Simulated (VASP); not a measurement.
# Be in VASP: further runs, part 2 of 2

VASP 6.6.1.

## (3) Relaxation of cell and atoms, revPBE (the cell strained at random)

Contents of INCAR:

```
SYSTEM = Be
PREC = Accurate
ENCUT = 600
EDIFF = 1E-6
ISMEAR = 1
SIGMA = 0.1
LREAL = .FALSE.
LASPH = .TRUE.
NELM = 80
ALGO = Normal
ISIF = 3
LWAVE = .FALSE.
LCHARG = .FALSE.
GGA = RE
IBRION = 2
NSW = 80
EDIFFG = -0.02
```

Contents of KPOINTS:

```
Automatic mesh
0
G
  13 13 8
  0 0 0
```

Contents of POSCAR:

```
Be
1.0
    2.2901170000      0.0087640000     -0.0032350000
   -1.1374690000      1.9773800000      0.0002620000
   -0.0050740000     -0.0024540000      3.5719690000
Be
2
Direct
    0.6666666667      0.3333333333      0.7500000000
    0.3333333333      0.6666666667      0.2500000000
```

Potentials or basis: VASP PAW PBE potentials, release 64 (Be).

The run is started by

```bash
> cat potpaw_PBE.64/Be/POTCAR > POTCAR
> mpirun -np 1 vasp_std > vasp.out
```

OUTCAR:

```text
SYSTEM = Be
   PREC = Accurate
   ENCUT = 600
   EDIFF = 1E-6
   ISMEAR = 1
   LREAL = .FALSE.
   LASPH = .TRUE.
   NELM = 80
   ISIF = 3
   GGA = RE
   IBRION = 2
   NSW = 80
   EDIFFG = -0.02

 ion  position               nearest neighbor table
   1  0.667  0.333  0.750-   2 2.22   2 2.22   2 2.22   2 2.22   2 2.22   2 2.23
   2  0.333  0.667  0.250-   1 2.22   1 2.22   1 2.22   1 2.22   1 2.22   1 2.23

  LATTYP: Found a triclinic cell.
 ALAT       =     2.2901360542
 B/A-ratio  =     0.9960974523
 C/A-ratio  =     1.5597210656
 COS(alpha) =     0.0002276382
 COS(beta)  =     0.0028356986
 COS(gamma) =     0.4953066040

  Lattice vectors:

 A1 = (   2.2901170000,   0.0087640000,  -0.0032350000)
 A2 = (   1.1374690000,  -1.9773800000,  -0.0002620000)
 A3 = (   0.0050740000,   0.0024540000,  -3.5719690000)

Analysis of symmetry for initial positions (statically):
=====================================================================
 Subroutine PRICEL returns:
 Original cell was already a primitive cell.

 Routine SETGRP: Setting up the symmetry group for a
 triclinic supercell.

 Subroutine GETGRP returns: Found  2 space group operations
 (whereof  2 operations were pure point group operations)
 out of a pool of  2 trial point group operations.

The static configuration has the point symmetry S_2 .

Analysis of symmetry for dynamics (positions and initial velocities):
=====================================================================
 Subroutine PRICEL returns:
 Original cell was already a primitive cell.

 Routine SETGRP: Setting up the symmetry group for a
[... 171 lines left out ...]
      direct lattice vectors                 reciprocal lattice vectors
     2.290117000  0.008764000 -0.003235000     0.435700890  0.250632680  0.000791104
    -1.137469000  1.977380000  0.000262000    -0.001930592  0.504609090  0.000343932
    -0.005074000 -0.002454000  3.571969000     0.000394740  0.000189976  0.279958328

 POSITION                                       TOTAL-FORCE (eV/Angst)
 -----------------------------------------------------------------------------------
      1.14378      0.66313      2.67691         0.018487      0.002310      0.000276
      0.00379      1.32056      0.89209        -0.018487     -0.002310     -0.000276
 -----------------------------------------------------------------------------------
    total drift:                               -0.000000      0.000000     -0.000000

  FREE ENERGIE OF THE ION-ELECTRON SYSTEM (eV)
  ---------------------------------------------------
  free  energy   TOTEN  =        -7.1109768681 eV

  energy  without entropy=       -7.1108414352  energy(sigma->0) =       -7.11093172

--------------------------------------- Ionic step        2  -------------------------------------------

 number of electron       4.0000000 magnetization

 Free energy of the ion-electron system (eV)
  ---------------------------------------------------
  ext. energy  EPLUGINS =         0.00000000
  ---------------------------------------------------
  free energy    TOTEN  =        -7.11152319 eV

  energy without entropy =       -7.11142978  energy(sigma->0) =       -7.11149205

 E-fermi :   6.7768     XC(G=0): -10.5277

 val. band max:        6.7340965510   @ k =  -0.2308   0.3846  -0.0000
 cond. band min:       6.8032786994   @ k =  -0.4615   0.1538   0.0000
 fundamental gap:      0.0691821483
 Fermi energy:         6.7768469112

 k-point     1 :       0.0000    0.0000    0.0000
  band No.  band energies     occupation
      1      -4.3523      2.00000
      2       2.6227      2.00000
      3       8.0237     -0.00000
      4      22.5696      0.00000
      5      22.6486      0.00000
      6      25.4239      0.00000
[... 199 lines left out ...]
 k-point    24 :       0.2308    0.1538    0.0000
  band No.  band energies     occupation
      1      -1.1415      2.00000
      2       6.7124      1.87818
      3       8.2045     -0.00000
      4      12.1084      0.00000
      5      15.1441      0.00000
      6      20.0789      0.00000

 [... further k-points ...]
[... 5 lines left out ...]
  --------------------------------------------------------------------------------------
  -------------------------------------------------------------------------------------
  Total       -0.0218444     -0.0141486      0.0191935     -0.0338516      0.0036447      0.0075331
  in kB       -2.1610241     -1.3996970      1.8987786     -3.3488824      0.3605627      0.7452376
  external PRESSURE =      -0.5539808 kB  Pullay stress =       0.0000000 kB

 VOLUME and BASIS-vectors are now :
 -----------------------------------------------------------------------------
  energy-cutoff  :      600.00
  volume of cell :       16.20
      direct lattice vectors                 reciprocal lattice vectors
     2.287095651  0.003202324 -0.000487885     0.436883061  0.251914289  0.000121628
    -1.140774384  1.978391148  0.000040205    -0.000707150  0.505053463  0.000053079
    -0.000778302 -0.000376952  3.576378901     0.000059607  0.000028688  0.279612447

 POSITION                                       TOTAL-FORCE (eV/Angst)
 -----------------------------------------------------------------------------------
      1.14478      0.66143      2.68199         0.000535      0.000225     -0.000240
      0.00076      1.31979      0.89394        -0.000535     -0.000225      0.000240
 -----------------------------------------------------------------------------------
    total drift:                               -0.000000     -0.000000     -0.000000

  FREE ENERGIE OF THE ION-ELECTRON SYSTEM (eV)
  ---------------------------------------------------
  free  energy   TOTEN  =        -7.1115231921 eV

  energy  without entropy=       -7.1114297767  energy(sigma->0) =       -7.11149205

 reached required accuracy - stopping structural energy minimisation
```

CONTCAR:

```text
Be
   1.00000000000000
     2.2870956510839160    0.0032023242949799   -0.0004878850181220
    -1.1407743835476096    1.9783911475385181    0.0000402048722419
    -0.0007783019624022   -0.0003769521721423    3.5763789014695724
  Be
     2
Direct
     0.6670831901102343    0.3333878562203568    0.7500041059857846
     0.3329168098897656    0.6666121437796433    0.2499958940142154

  0.00000000E+00  0.00000000E+00  0.00000000E+00
  0.00000000E+00  0.00000000E+00  0.00000000E+00
```

It took 72 s on 1 thread of Intel Xeon Platinum 8259CL at 2.50GHz (Skylake/Cascade Lake), shared host; peak memory 0.18 GiB.

What came out:

```
Free energy                           : -7.1115 eV
Relaxed volume                        : 8.10 Å³/atom
Relaxed cell                          : a = 2.287 Å, b = 2.284 Å, c = 3.576 Å, α = 90.00°, β = 90.02°, γ = 119.89°
Space group after relaxing (to 0.1 Å) : P6_3/mmc (No. 194)
Energy gained by relaxing             : 0.3 meV/atom
Ionic steps                           : 2
Pressure after relaxing               : -0.1 GPa
Band gap on the k mesh                : zero (bands 2 and 3 overlap by 1.66 eV)
```

Stress tensor (GPa, compression positive):
```
-0.22 -0.33  0.07
-0.33 -0.14  0.04
 0.07  0.04  0.19
```

Step by step:
| step | energy change (eV) | largest force (eV/Å) | pressure (GPa) | volume (Å³) |
| --- | --- | --- | --- | --- |
| 1 | 0.0000 | 0.0186 | -0.13 | 16.21 |
| 2 | -0.0005 | 0.0006 | -0.06 | 16.20 |

Final structure:
```
Be
1.0
     2.28710    0.00320   -0.00049
    -1.14077    1.97839    0.00004
    -0.00078   -0.00038    3.57638
Be
2
Direct
  0.66708 0.33339 0.75000
  0.33292 0.66661 0.25000
```

Levels at points of the mesh, in eV from the Fermi level:
```tsv
k point	band 1	band 2	band 3	band 4	band 5	band 6
(0.00, 0.00, 0.00)	-11.13	-4.15	1.25	15.79	15.87	18.65
(0.00, 0.00, 0.50)	-8.95	-8.95	10.87	10.87	17.46	17.47
```

Caveat: the cell differs from its parent crystal (the cell strained at random); the PAW data sets were made with another functional, which shifts forces and pressure a little.

## (4) Single point, PBEsol (7.62 Å³/atom)

This run uses another cell than the first one, of 7.62 Å³/atom.

Contents of INCAR:

```
SYSTEM = Be
PREC     = Accurate       ! precision mode
ENCUT    = 520            ! plane-wave cutoff, eV
EDIFF    = 1E-6           ! SCF threshold, eV
ISMEAR   = -1             ! smearing method
SIGMA    = 0.05           ! smearing width, eV
LREAL    = .False.        ! projectors in reciprocal space
LASPH    = .True.         ! aspherical terms in the spheres
NELM     = 60             ! most SCF steps
ALGO     = Normal         ! electronic algorithm
ISIF     = 2              ! what is computed and relaxed
LWAVE    = .False.        ! write WAVECAR
LCHARG   = .False.        ! write CHGCAR
GGA      = PS             ! functional
NBANDS   = 9              ! bands
```

Contents of KPOINTS:

```
Automatic mesh
0
Gamma
  13 13 8
  0 0 0
```

Contents of POSCAR:

```
Be
1.0
    2.2386481342      0.0000000000      0.0000000000
   -1.1193240671      1.9387261544      0.0000000000
    0.0000000000      0.0000000000      3.5110325309
Be
2
Direct
    0.6666666667      0.3333333333      0.7500000000
    0.3333333333      0.6666666667      0.2500000000
```

The run is started by

```bash
> cat potpaw_PBE.64/Be/POTCAR > POTCAR
> mpirun -np 1 vasp_std > vasp.out
```

Run time: 14 s. Hardware: 1 thread of Intel Xeon 8259CL, shared host; peak memory 0.13 GiB.

Results (log left out):

```yaml
Free_energy: -7.9874 eV
Pressure: 4.2 GPa
Band_gap_on_the_k_mesh: zero (bands 2 and 3 overlap by 1.65 eV)
```

Stress tensor (GPa, compression positive):
```
4.10 0.00 0.00
0.00 4.10 0.00
0.00 0.00 4.42
```

Levels at points of the mesh, in eV from the Fermi level:
```csv
k point,band 1,band 2,band 3,band 4,band 5,band 6,band 7
"(0.00, 0.00, 0.00)",-11.36,-4.37,1.51,16.57,16.57,19.51,19.51
"(0.00, 0.00, 0.50)",-9.16,-9.16,11.33,11.33,18.29,18.29,18.29
```

Caveat: the cell stands under pressure; the PAW data sets were made with another functional, which shifts forces and pressure a little.

## (5) Single point, PBEsol (7.78 Å³/atom)

This run uses another cell than the first one, of 7.78 Å³/atom.

Contents of INCAR:

```
PREC = Accurate
ENCUT = 520
EDIFF = 1E-7
ISMEAR = -1
SIGMA = 0.05
LREAL = F
LASPH = T
NELM = 100
ALGO = Fast
ISIF = 2
LWAVE = F
LCHARG = T
GGA = PS
LELF = T
LVHAR = T
NBANDS = 9
```

Contents of KPOINTS:

```
regular mesh
0
Gamma
  13 13 8
```

Contents of POSCAR:

```
Be
1.0
    2.2544137814      0.0000000000      0.0000000000
   -1.1272068907      1.9523796054      0.0000000000
    0.0000000000      0.0000000000      3.5357589267
Be
2
Direct
    0.6666666667      0.3333333333      0.7500000000
    0.3333333333      0.6666666667      0.2500000000
```

The run is started by

```bash
> cat potpaw_PBE.64/Be/POTCAR > POTCAR
> mpirun -np 1 vasp_std > vasp.out
```

Run time: 21 s. Hardware: 1 thread of Intel Xeon 8259CL, shared host; peak memory 0.13 GiB.

Results (log left out):

```
Free energy            : -7.9930 eV
Pressure               : 1.4 GPa
Band gap on the k mesh : zero (bands 2 and 3 overlap by 1.64 eV)
```

Stress tensor (GPa, compression positive):
```
1.43 0.00 0.00
0.00 1.43 0.00
0.00 0.00 1.35
```

Levels at points of the mesh, in eV from the Fermi level:
```
           k point  band 1  band 2  band 3  band 4  band 5
(0.00, 0.00, 0.00)  -11.25   -4.30    1.43   16.29   16.29
(0.00, 0.00, 0.50)   -9.07   -9.07   11.14   11.14   17.98
```

Caveat: the PAW data sets were made with another functional, which shifts forces and pressure a little.

## (6) The runs side by side

| task | level | spin | cell | cutoff (eV) | smearing | gap on the mesh (eV) | pressure (GPa) |
| --- | --- | --- | --- | --- | --- | --- | --- |
| single point | r2SCAN+D3(BJ) | collinear, zero start | a = 2.285, b = 2.285, c = 3.584 Å, angles 90.0, 90.0, 120.0°, 2 atoms | 660 | gaussian 0.1 eV | none | -6.0 |
| relaxation of cell and atoms | revPBE | off | relaxed from a = 2.290, b = 2.281, c = 3.572 Å, angles 90.0, 90.2, 119.7°, 2 atoms | 600 | methfessel-paxton 0.1 eV | none | -0.1 |
| single point | PBEsol | off | a = 2.239, b = 2.239, c = 3.511 Å, angles 90.0, 90.0, 120.0°, 2 atoms | 520 | fermi-dirac 0.05 eV | none | 4.2 |
| single point | PBEsol | off | a = 2.254, b = 2.254, c = 3.536 Å, angles 90.0, 90.0, 120.0°, 2 atoms | 520 | fermi-dirac 0.05 eV | none | 1.4 |

Alike in all rows: potentials or basis VASP PAW PBE potentials, release 64 (Be); k mesh 13 × 13 × 8.

Caveats: the PAW data sets were made with another functional, which shifts forces and pressure a little; the cell stands under tension (at least some runs); the cell stands under pressure (at least some runs).

Total energies depend on the potentials used, so only differences within one code and one set of settings carry meaning.
